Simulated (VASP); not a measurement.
A run of VASP 6.6.1:

File INCAR:

```
SYSTEM = Cr
ALGO = Fast
EDIFF = 1E-6
ENCUT = 520
GGA = PE
ISIF = 2
ISMEAR = 0
LASPH = .TRUE.
LCHARG = .FALSE.
LREAL = .FALSE.
LWAVE = .FALSE.
NBANDS = 12
NELM = 100
PREC = Accurate
SIGMA = 0.15
```

KPOINTS

```
k-points
0
G
  26 26 26
  0 0 0
```

POSCAR

```
Cr
1.0
   -1.6646096801      1.6646096801      1.0819962920
    1.6646096801     -1.6646096801      1.0819962920
    1.6646096801      1.6646096801     -1.0819962920
Cr
1
Direct
    0.0000000000      0.0000000000      0.0000000000
```

Potentials or basis: VASP PAW PBE potentials, release 64 (Cr_pv).

Launch:

```console
$ cat potpaw_PBE.64/Cr_pv/POTCAR > POTCAR
$ mpirun -np 1 vasp_std > vasp.out
```

Hardware: 1 thread of AMD EPYC 7R43 64-Core Processor (Zen 3), with other jobs on the host.

Q: How long does it take, and how much memory?

A: It took 5 min on 1 thread of AMD EPYC 7R43 64-Core Processor (Zen 3) (shared host), peak memory 0.25 GiB. Counts: scf iterations 13, k points 1330.
